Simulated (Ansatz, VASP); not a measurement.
One calculation of MnSi, two programs

```
Mn Si
1.0
    -1.93253    1.93253    2.29301
     1.93253   -1.93253    2.29301
     1.93253    1.93253   -2.29301
Mn Si
1 1
Direct
  0.50000 0.50000 0.00000
  0.00000 0.00000 0.00000
```

Alike in both runs: task relaxation of cell and atoms; functional PBE; k mesh 6 × 6 × 6; occupations gaussian, width 0.1 eV; collinear spin.

|  | VASP | Ansatz |
| --- | --- | --- |
| version | VASP 6.6.1 | Ansatz 0.2.0 |
| potentials or method | VASP PAW PBE potentials, release 64 (Mn_pv, Si), cutoff 600 eV | scalar-relativistic, plane waves, PAW |
| valence electrons in the cell | 17 | 19 |

VASP gave:

| Quantity | Value |
| --- | --- |
| gap on the k mesh at the Fermi level, each at its own relaxed structure (eV) | none |
| net moment per atom (μB) | 1.19 |
| size of the moment on the site where the two differ most (μB) | 2.50 |
| relaxed volume (Å³/atom) | 14.10 |
| relaxed cell length with the largest relative difference (Å) | 3.418 |

**Question.** Estimate Ansatz's values.

**Answer.** gap on the k mesh at the Fermi level, each at its own relaxed structure (eV): none; net moment per atom (μB): 1.19; size of the moment on the site where the two differ most (μB): 2.41; relaxed volume (Å³/atom): 14.13; relaxed cell length with the largest relative difference (Å): 3.419.

Site moments also hang on the region over which each program counts them. A gap of «none» marks a metal or a gap that the smearing closes. VASP's potentials hold 17 valence electrons a cell and Ansatz's 19, so a difference there can come from the potentials and not from the codes.

The k mesh is coarse, so the values compare programs but aren't converged. Noted on VASP's run: the volume moved by over 15 % at a fixed basis, so the end points are rough.
